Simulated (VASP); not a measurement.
# K3I2Br (P-3m1) in VASP: single point with LDA

Aim: the single point of K3I2Br with LDA.

All numbers are computed with VASP 6.6.1; they aren't measurements. Logs are shortened: lines on timing, memory, paths and dates and some standing lists are left out, and cuts for length are marked.

## (1) The cell of the first run

The structure is trigonal, space group P-3m1 (No. 164). Conventional cell: a = 4.711 Å, b = 4.711 Å, c = 11.568 Å, α = 90.00°, β = 90.00°, γ = 120.00°. Within 4.5 Å of K (site symmetry -3m) lie 6 I at 3.39 Å. K (site symmetry 3m) has 3 Br at 3.23 Å and 3 I at 3.39 Å within 4.2 Å. Within 4.9 Å of I (site symmetry 3m) lie 6 K at 3.39 Å and 3 Br at 4.64 Å and 9 I at 4.71 to 4.88 Å. Within 4.2 Å of Br (site symmetry -3m) lie 6 K at 3.23 Å.

## (2) Single point, LDA

The input, INCAR:

```
PREC = Accurate ; ENCUT = 520
EDIFF = 1E-6 ; ISMEAR = 0
SIGMA = 0.05 ; LREAL = False
LASPH = True ; NELM = 100
ALGO = Normal ; ISIF = 2
LWAVE = False ; LCHARG = True
LELF = True ; LVHAR = True
NBANDS = 33
```

The input, KPOINTS:

```
regular mesh
0
Gamma
  6 6 2
```

The input, POSCAR:

```
K3I2Br
1.0
    4.7110565424      0.0000000000      0.0000000000
   -2.3555282712      4.0798946443      0.0000000000
    0.0000000000      0.0000000000     11.5680398841
K I Br
3 2 1
Direct
    0.0000000000      0.0000000000      0.5000000000
    0.3333333333      0.6666666667      0.1500969033
    0.6666666667      0.3333333333      0.8499030967
    0.3333333333      0.6666666667      0.6750221222
    0.6666666667      0.3333333333      0.3249778778
    0.0000000000      0.0000000000      0.0000000000
```

Potentials or basis: VASP PAW LDA potentials, release 64 (K_sv, I, Br).

Started as:

```sh
$ cat potpaw_LDA.64/K_sv/POTCAR potpaw_LDA.64/I/POTCAR potpaw_LDA.64/Br/POTCAR > POTCAR
$ mpirun -np 1 vasp_std > vasp.out
```

OUTCAR:

```text
PREC = Accurate
   ENCUT = 520
   EDIFF = 1E-6
   ISMEAR = 0
   LREAL = False
   LASPH = True
   NELM = 100
   ISIF = 2

 ion  position               nearest neighbor table
   1  0.000  0.000  0.500-   4 3.39   5 3.39   4 3.39   5 3.39   5 3.39   4 3.39
   2  0.333  0.667  0.150-   6 3.23   6 3.23   6 3.23   5 3.39   5 3.39   5 3.39
   3  0.667  0.333  0.850-   6 3.23   6 3.23   6 3.23   4 3.39   4 3.39   4 3.39
   4  0.333  0.667  0.675-   3 3.39   3 3.39   3 3.39   1 3.39   1 3.39   1 3.39
   5  0.667  0.333  0.325-   2 3.39   2 3.39   2 3.39   1 3.39   1 3.39   1 3.39
   6  0.000  0.000  0.000-   2 3.23   3 3.23   2 3.23   3 3.23   3 3.23   2 3.23

  LATTYP: Found a hexagonal cell.
 ALAT       =     4.7110565424
 C/A-ratio  =     2.4555086062

  Lattice vectors:

 A1 = (   4.7110565424,   0.0000000000,   0.0000000000)
 A2 = (  -2.3555282712,   4.0798946443,   0.0000000000)
 A3 = (   0.0000000000,   0.0000000000,  11.5680398841)

Analysis of symmetry for initial positions (statically):
=====================================================================
 Subroutine PRICEL returns:
 Original cell was already a primitive cell.

 Routine SETGRP: Setting up the symmetry group for a
 hexagonal supercell.

 Subroutine GETGRP returns: Found 12 space group operations
 (whereof 12 operations were pure point group operations)
 out of a pool of 24 trial point group operations.

The static configuration has the point symmetry D_3d.

Analysis of symmetry for dynamics (positions and initial velocities):
=====================================================================
 Subroutine PRICEL returns:
 Original cell was already a primitive cell.

 Routine SETGRP: Setting up the symmetry group for a
 hexagonal supercell.

 Subroutine GETGRP returns: Found 12 space group operations
 (whereof 12 operations were pure point group operations)
 out of a pool of 24 trial point group operations.

The dynamic configuration has the point symmetry D_3d.

 Subroutine INISYM returns: Found 12 space group operations
 (whereof 12 operations are pure point group operations),
 and found     1 'primitive' translations

----------------------------------------------------------------------------------------

                                     Primitive cell

  volume of cell :     222.3448

  direct lattice vectors                    reciprocal lattice vectors
     4.711056542  0.000000000  0.000000000     0.212266610  0.122552184  0.000000000
    -2.355528271  4.079894644  0.000000000     0.000000000  0.245104368  0.000000000
     0.000000000  0.000000000 11.568039884     0.000000000  0.000000000  0.086445068

  length of vectors
     4.711056542  4.711056542 11.568039884     0.245104368  0.245104368  0.086445068

  position of ions in fractional coordinates (direct lattice)
     0.000000000  0.000000000  0.500000000
     0.333333333  0.666666667  0.150096903
     0.666666667  0.333333333  0.849903097
     0.333333333  0.666666667  0.675022122
     0.666666667  0.333333333  0.324977878
     0.000000000  0.000000000  0.000000000

  ion indices of the primitive-cell ions
   primitive index   ion index
                 1           1
                 2           2
                 3           3
                 4           4
                 5           5
                 6           6

----------------------------------------------------------------------------------------

 KPOINTS: regular mesh

Automatic generation of k-mesh.
 Grid dimensions read from file:
 generate k-points for:    6    6    2

 Generating k-lattice:

  Cartesian coordinates                     Fractional coordinates (reciprocal lattice)
     0.035377768  0.020425364  0.000000000     0.166666667 -0.000000000  0.000000000
     0.000000000  0.040850728  0.000000000     0.000000000  0.166666667  0.000000000
     0.000000000  0.000000000  0.043222534     0.000000000  0.000000000  0.500000000

  Length of vectors
     0.040850728  0.040850728  0.043222534

  Shift w.r.t. Gamma in fractional coordinates (k-lattice)
     0.000000000  0.000000000  0.000000000

 Subroutine IBZKPT returns following result:
 ===========================================

 Found     14 irreducible k-points:

 Following reciprocal coordinates:
            Coordinates               Weight
  0.000000  0.000000  0.000000      1.000000
  0.166667  0.000000  0.000000      6.000000
  0.333333  0.000000  0.000000      6.000000
  0.500000  0.000000  0.000000      3.000000
  0.166667  0.166667  0.000000      6.000000
  0.333333  0.166667  0.000000     12.000000
  0.333333  0.333333  0.000000      2.000000
  0.000000  0.000000  0.500000      1.000000
  0.166667  0.000000  0.500000      6.000000
  0.333333  0.000000  0.500000      6.000000
  0.500000  0.000000  0.500000      3.000000
  0.166667  0.166667  0.500000      6.000000
  0.333333  0.166667  0.500000     12.000000
  0.333333  0.333333  0.500000      2.000000
   k-points           NKPTS =     14   k-points in BZ     NKDIM =     14   number of bands    NBANDS=     33
   number of dos      NEDOS =    301   number of ions     NIONS =      6
   total plane-waves  NPLWV = 116640
   dimension x,y,z NGX =    36 NGY =   36 NGZ =   90
   dimension x,y,z NGXF=    72 NGYF=   72 NGZF=  180
   ions per type =               3   2   1
   NGX,Y,Z   is equivalent  to a cutoff of  12.70, 12.70, 12.93 a.u.
   NGXF,Y,Z  is equivalent  to a cutoff of  25.41, 25.41, 25.87 a.u.
 SYSTEM =  unknown system
   PREC   = accura    normal or accurate (medium, high low for compatibility)
   ISTART =      0    job   : 0-new  1-cont  2-samecut
   ICHARG =      2    charge: 1-file 2-atom 10-const
   ISPIN  =      1    spin polarized calculation?
   LNONCOLLINEAR =      F non collinear calculations
   LSORBIT =      F    spin-orbit coupling
   LASPH  =      T    aspherical Exc in radial PAW
   ENCUT  =  520.0 eV  38.22 Ry    6.18 a.u.   8.76  8.76 21.51*2*pi/ulx,y,z
   NELM   =    100;   NELMIN=  2; NELMDL= -5     # of ELM steps
   EDIFF  = 0.1E-05   stopping-criterion for ELM
   LREAL  =      F    real-space projection
   EDIFFG = 0.1E-04   stopping-criterion for IOM
   NSW    =      0    number of steps for IOM
   IBRION =     -1    ionic relax: 0-MD 1-quasi-New 2-CG
   NFREE  =      0    steps in history (QN), initial steepest desc. (CG)
   ISIF   =      2    stress and relaxation
   ISYM   =      2    0-nonsym 1-usesym 2-fastsym
   POTIM  = 0.5000    time-step for ionic-motion
   TEBEG  =    0.0;   TEEND  =   0.0 temperature during run
   PSTRESS=    0.0 pullay stress
   NELECT =      48.0000    total number of electrons
   NUPDOWN=      -1.0000    fix difference up-down
   EMIN   =  10.00;   EMAX   =-10.00  energy-range for DOS
   EFERMI =   0.00;   METHOD = LEGACY
   ISMEAR =     0;   SIGMA  =   0.05  broadening in eV -4-tet -1-fermi 0-gaus
   EFERMI_NEDOS =   21; number of points for ismear=-14 and -15
   IALGO  =     38    algorithm
   IMIX   =      4    mixing-type and parameters
     AMIX     =   0.40;   BMIX     =  1.00
     AMIX_MAG =   1.60;   BMIX_MAG =  1.00
  volume/ion in A,a.u.               =      37.06       250.08
  Fermi-wavevector in a.u.,A,eV,Ry     =   0.982079  1.855859 13.122524  0.964478
  Thomas-Fermi vector in A             =   2.113134
   LORBIT       =      0    0 simple, 1 ext, 2 COOP (PROOUT), +10 PAW based schemes
   GGA     = CA    functional components
   LHFCALC =     F    Hartree Fock is set to
   AEXX    =    0.0000 exact exchange contribution
   IVDW    =     0    specifies the selected vdW correction
   LEPSILON=     F    determine dielectric tensor
   LRPA    =     F    only Hartree local field effects (RPA)
 non-spin polarized calculation
 Gauss-broadening in eV      SIGMA  =   0.05
  energy-cutoff  :      520.00
  volume of cell :      222.34
 maximum number of plane-waves:      6020
 NGX is ok and might be reduce to    36
   NGX = 17   NGY = 17   NGZ = 43

 number of electron      48.0000003 magnetization

 Free energy of the ion-electron system (eV)
  ---------------------------------------------------
  ext. energy  EPLUGINS =         0.00000000
  ---------------------------------------------------
  free energy    TOTEN  =       -19.13804006 eV

  energy without entropy =      -19.13804006  energy(sigma->0) =      -19.13804006

 E-fermi :   0.0749     XC(G=0):  -8.1416

 val. band max:       -0.1979189017   @ k =   0.0000   0.0000   0.0000
 cond. band min:       3.5527721073   @ k =   0.0000   0.0000   0.0000
 fundamental gap:      3.7506910090
 Fermi energy:         0.0749200279

 k-point     1 :       0.0000    0.0000    0.0000
  band No.  band energies     occupation
      1     -28.1932      2.00000
      2     -28.1866      2.00000
      3     -28.1409      2.00000
      4     -13.4223      2.00000
      5     -12.1792      2.00000
      6     -11.9418      2.00000
[... 25 lines left out ...]
     32       6.9898      0.00000
     33       7.0078      0.00000

 k-point     2 :       0.1667    0.0000    0.0000
  band No.  band energies     occupation
      1     -28.1918      2.00000
      2     -28.1860      2.00000
      3     -28.1399      2.00000
      4     -13.4180      2.00000
      5     -12.1514      2.00000
      6     -12.0608      2.00000
[... 25 lines left out ...]
     32       6.5482      0.00000
     33       7.2323      0.00000

 k-point     3 :       0.3333    0.0000    0.0000
  band No.  band energies     occupation
      1     -28.1887      2.00000
      2     -28.1851      2.00000
      3     -28.1381      2.00000
      4     -13.4131      2.00000
      5     -12.1421      2.00000
      6     -12.0830      2.00000
[... 25 lines left out ...]
     32       7.4459      0.00000
     33       7.5367      0.00000

 k-point     4 :       0.5000    0.0000    0.0000
  band No.  band energies     occupation
      1     -28.1869      2.00000
      2     -28.1849      2.00000
      3     -28.1371      2.00000
      4     -13.4126      2.00000
      5     -12.1725      2.00000
      6     -12.0257      2.00000
[... 25 lines left out ...]
     32       7.8972      0.00000
     33       8.0887      0.00000

 k-point     5 :       0.1667    0.1667    0.0000
  band No.  band energies     occupation
      1     -28.1896      2.00000
      2     -28.1852      2.00000
      3     -28.1385      2.00000
      4     -13.4130      2.00000
      5     -12.1218      2.00000
      6     -12.1059      2.00000
[... 244 lines left out ...]
 k-point    12 :       0.1667    0.1667    0.5000
  band No.  band energies     occupation
      1     -28.1895      2.00000
      2     -28.1853      2.00000
      3     -28.1385      2.00000
      4     -13.4130      2.00000
      5     -12.1170      2.00000
      6     -12.1113      2.00000
[... 25 lines left out ...]
     32       7.3604      0.00000
     33       7.6003      0.00000

 k-point    13 :       0.3333    0.1667    0.5000
  band No.  band energies     occupation
      1     -28.1869      2.00000
      2     -28.1849      2.00000
      3     -28.1371      2.00000
      4     -13.4091      2.00000
      5     -12.1390      2.00000
      6     -12.0633      2.00000
[... 25 lines left out ...]
     32       7.3106      0.00000
     33       7.9234      0.00000

 k-point    14 :       0.3333    0.3333    0.5000
  band No.  band energies     occupation
      1     -28.1854      2.00000
      2     -28.1854      2.00000
      3     -28.1367      2.00000
      4     -13.4048      2.00000
      5     -12.1116      2.00000
      6     -12.1116      2.00000
[... 25 lines left out ...]
     32       7.2384      0.00000
     33       7.2414      0.00000

------------------------ aborting loop because EDIFF is reached ----------------------------------------

  FORCE on cell =-STRESS in cart. coord.  units (eV):
  Direction    XX          YY          ZZ          XY          YZ          ZX
  --------------------------------------------------------------------------------------
  -------------------------------------------------------------------------------------
  Total        0.0880923      0.0880923      0.0952958      0.0000000      0.0000000      0.0000000
  in kB        0.6347773      0.6347773      0.6866845      0.0000000      0.0000000      0.0000000
  external PRESSURE =       0.6520797 kB  Pullay stress =       0.0000000 kB

 VOLUME and BASIS-vectors are now :
 -----------------------------------------------------------------------------
  energy-cutoff  :      520.00
  volume of cell :      222.34
      direct lattice vectors                 reciprocal lattice vectors
     4.711056542  0.000000000  0.000000000     0.212266610  0.122552184  0.000000000
    -2.355528271  4.079894644  0.000000000     0.000000000  0.245104368  0.000000000
     0.000000000  0.000000000 11.568039884     0.000000000  0.000000000  0.086445068

 POSITION                                       TOTAL-FORCE (eV/Angst)
 -----------------------------------------------------------------------------------
      0.00000      0.00000      5.78402        -0.000000      0.000000      0.000000
     -0.00000      2.71993      1.73633        -0.000000     -0.000000      0.002190
      2.35553      1.35996      9.83171         0.000000      0.000000     -0.002190
     -0.00000      2.71993      7.80868        -0.000000     -0.000000      0.000807
      2.35553      1.35996      3.75936         0.000000      0.000000     -0.000807
      0.00000      0.00000      0.00000        -0.000000      0.000000      0.000000
 -----------------------------------------------------------------------------------
    total drift:                               -0.000000      0.000000     -0.000000

  FREE ENERGIE OF THE ION-ELECTRON SYSTEM (eV)
  ---------------------------------------------------
  free  energy   TOTEN  =       -19.1380400582 eV

  energy  without entropy=      -19.1380400582  energy(sigma->0) =      -19.13804006
```

Wall time 77 s (1 thread of AMD EPYC 7R13 (Zen 3), shared host); peak memory 0.28 GiB.

What came out:

```
Free energy            : -19.1380 eV
Pressure               : 0.1 GPa
Band gap on the k mesh : 3.75 eV
```

Forces on the atoms (eV/Å):
```
K    0.000  0.000  0.000
K    0.000  0.000  0.002
K    0.000  0.000 -0.002
I    0.000  0.000  0.001
I    0.000  0.000 -0.001
Br   0.000  0.000  0.000
```

Caveat: spin-orbit coupling is left out, which moves the levels of the heavy elements.
